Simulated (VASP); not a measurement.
Write the native input for VASP 6.6.1 that does the following.

```
Task                   : single point
Functional             : PBE
Dispersion             : D3(BJ)
Potentials or basis    : VASP PAW PBE potentials, release 64 (N)
Cutoff                 : 520 eV
k mesh                 : 1 × 1 × 1
Occupations            : fermi-dirac, width 0.05 eV
Spin                   : no spin polarisation
Dipole correction      : no
Further INCAR settings : ALGO = Normal; EDIFF = 1e-06; NBANDS = 42
```

The structure of N lies in POSCAR:

```
N
1.0
    7.2520320000      0.0000000000      0.0000000000
    0.0000000000      7.2520320000      0.0000000000
    0.0000000000      0.0000000000      7.2520320000
N
12
Direct
    0.9065734955      0.8417364954      0.0682015744
    0.8393371678      0.9422876237      0.1638988907
    0.0090595298      0.8957075755      0.6539546433
   -0.0989929443      0.9825659898      0.7110007237
   -0.0053640138      0.4260323176      0.8209699020
   -0.0507168198      0.3865675165      0.9589036562
    0.1465106607      0.3303350013      0.3992811946
    0.2222963164      0.2234684017      0.3206549557
    0.4831059764      0.6836152957      0.0155128935
    0.3702272687      0.7627241579      0.0774403643
    0.4340714437      0.2368715417      0.8245137363
    0.3830512607      0.0954628992      0.7936258417
```

These files were run (other wordings do the same):

INCAR

```
SYSTEM = N
  PREC = Accurate
  ENCUT = 520
  EDIFF = 1E-6
  ISMEAR = -1
  SIGMA = 0.05
  LREAL = .False.
  LASPH = .True.
  NELM = 120
  ALGO = Normal
  ISIF = 2
  LWAVE = .False.
  LCHARG = .False.
  GGA = PE
  IVDW = 12
  NBANDS = 42
  GGA_COMPAT = .False.
```

KPOINTS

```
Automatic mesh
0
Gamma
  1 1 1
  0 0 0
```

Potentials or basis: VASP PAW PBE potentials, release 64 (N).

Command:

```sh
$ cat potpaw_PBE.64/N/POTCAR > POTCAR
$ mpirun -np 1 vasp_gam > vasp.out
```

Results of the run:

```yaml
Pressure: 1.6 GPa
Largest_force: 4.334 eV/Å
Dispersion_energy_per_atom: -0.039 eV
```

Caveat: the k points lie up to 0.87 Å⁻¹ apart; the standard files for N, O and F lose accuracy on very short bonds; the atoms stand as in a frame of molecular dynamics.

Wall time 52 s on 1 thread of Intel Xeon 8259CL, with other jobs on the host, peak memory 0.34 GiB.
